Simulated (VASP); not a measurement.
Write the native input for VASP 6.6.1 that does the following.

| Property | Result |
| --- | --- |
| Task | single point |
| Functional | PBE |
| Potentials or basis | VASP PAW PBE potentials, release 64 (Ta_pv, Si) |
| Cutoff | 520 eV |
| k mesh | 2 × 2 × 2 |
| Occupations | fermi-dirac, width 0.24 eV |
| Spin | no spin polarisation |
| Dipole correction | no |
| Further INCAR settings | LREAL = Auto; ALGO = Normal; EDIFF = 1e-07; NBANDS = 138 |

The structure of TaSi2 lies in POSCAR:

```
TaSi2
1.0
   -2.4291870000      4.2074760000      6.6716260000
    4.8583750000      0.0000000000      6.6716260000
    4.8583750000      8.4149520000      0.0000000000
Ta Si
12 24
Direct
   -0.0117110419      0.4760056532      0.0007693363
    0.4102183016      0.3960918843      0.0314578552
    0.3115651775      0.8512697895      0.0958884843
    0.0342058393      0.4893097174      0.4921691475
    0.4162291423      0.4435912373      0.5202080622
    0.3212425483      0.8509754387      0.5896622688
    0.5284356766     -0.0217226204      0.2177694624
    0.9237711540      0.9207716906      0.2878037855
    0.8173956723      0.3277524520      0.3329225558
    0.4970493161     -0.0146481743      0.7589558362
    0.9017119278      0.9179494261      0.8073449147
    0.8600584948      0.3373407599      0.8411485323
    0.3075564476      0.1769431332      1.0003460065
    0.0582937538      0.7713390823      0.0491423397
    0.1193622230      0.0427571763      0.3540942731
    0.1793009812      0.3238447287      0.2479628434
    0.7412302600      0.1018625633      0.0325006572
   -0.0111963956      0.1708726125      0.1024496118
    0.3677770737      0.1494581550      0.5013560136
    0.0441652145      0.7562843311      0.5665006669
    0.1637504966     -0.0081212692      0.8473279129
    0.2091837528      0.2998225974      0.7577422165
    0.7284356187      0.0555112033      0.5503922799
    0.0248253793      0.1867422355      0.5891356020
    0.8292512801      0.6502231389      0.2232389610
    0.5519637773      0.2346210822      0.2804324557
    0.6805209661      0.4970630292      0.5850092036
    0.6415015519      0.8444480502      0.5099610332
    0.2549662004      0.5892957532      0.2933986826
    0.5301298363      0.6722007500      0.3213793064
    0.8373618359      0.6433116911      0.7460434917
    0.6230036650      0.2073936025      0.8238344118
    0.6297905791      0.5379757195      0.0824331801
    0.6588437599      0.8548951697     -0.0136149686
    0.1914183605      0.5955262314      0.7922816247
    0.4616789616      0.6766942026      0.8139080115
```

One way to write it, as run:

INCAR

```
SYSTEM = TaSi2
  PREC = Accurate
  ENCUT = 520
  EDIFF = 1E-7
  ISMEAR = -1
  SIGMA = 0.24
  LREAL = Auto
  LASPH = .TRUE.
  NELM = 60
  ALGO = Normal
  ISIF = 2
  LWAVE = .FALSE.
  LCHARG = .TRUE.
  GGA = PE
  LELF = .TRUE.
  LVHAR = .TRUE.
  NBANDS = 138
  LUSENCCL = .FALSE.
```

KPOINTS

```
regular mesh
0
G
  2 2 2
  0 0 0
```

Potentials or basis: VASP PAW PBE potentials, release 64 (Ta_pv, Si).

The run is started by

```sh
$ cat potpaw_PBE.64/Ta_pv/POTCAR potpaw_PBE.64/Si/POTCAR > POTCAR
$ mpirun -np 1 vasp_std > vasp.out
```

Results of the run:

```
Pressure               : 3.7 GPa
Largest force          : 5.006 eV/Å
Band gap on the k mesh : zero (bands 114 and 115 overlap by 0.26 eV)
```

Caveat: the k points lie up to 0.44 Å⁻¹ apart; spin-orbit coupling is left out, which moves the levels of the heavy elements; forces of over 1 eV/Å act on the atoms, so gaps and moduli don't describe the material at rest.

It took 2.8 min on 1 × NVIDIA H100 80GB with 1 thread of AMD EPYC 7R13 Processor (Zen 3), on a shared host, peak memory 1.8 GiB.
